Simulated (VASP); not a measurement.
Input of a VASP 6.6.1 run:

The input INCAR:

```
SYSTEM = SnSe
PREC     = Accurate       ! precision mode
ENCUT    = 500            ! plane-wave cutoff, eV
EDIFF    = 1E-6           ! SCF threshold, eV
ISMEAR   = -1             ! smearing method
SIGMA    = 0.05           ! smearing width, eV
LREAL    = .False.        ! projectors in reciprocal space
LASPH    = .True.         ! aspherical terms in the spheres
NELM     = 120            ! most SCF steps
ALGO     = Normal         ! electronic algorithm
ISIF     = 2              ! what is computed and relaxed
LWAVE    = .False.        ! write WAVECAR
LCHARG   = .False.        ! write CHGCAR
GGA      = LIBXC          ! functional
LIBXC1   = GGA_X_B88    
LIBXC2   = GGA_C_PBE    
NBANDS   = 17             ! bands
GGA_COMPAT= .False.
```

The input KPOINTS:

```
regular mesh
0
Gamma
  8 8 8
  0 0 0
```

The input POSCAR:

```
SnSe
1.0
    0.0000000000      3.0496098055      3.0496098055
    3.0496098055      0.0000000000      3.0496098055
    3.0496098055      3.0496098055      0.0000000000
Sn Se
1 1
Direct
    0.0000000000      0.0000000000      0.0000000000
    0.5000000000      0.5000000000      0.5000000000
```

Potentials or basis: VASP PAW PBE potentials, release 64 (Sn_d, Se).

Command:

```console
$ cat potpaw_PBE.64/Sn_d/POTCAR potpaw_PBE.64/Se/POTCAR > POTCAR
$ mpirun -np 1 vasp_std > vasp.out
```

Problem. What does it give for the pressure?

Solution. -1.2 GPa.

Problem. What does it give for the band gap on the k mesh?

Solution. 0.40 eV.

Caveat: the PAW data sets were made with another functional, which shifts forces and pressure a little; spin-orbit coupling is left out, which moves the levels of the heavy elements. A k mesh can miss the band edges.
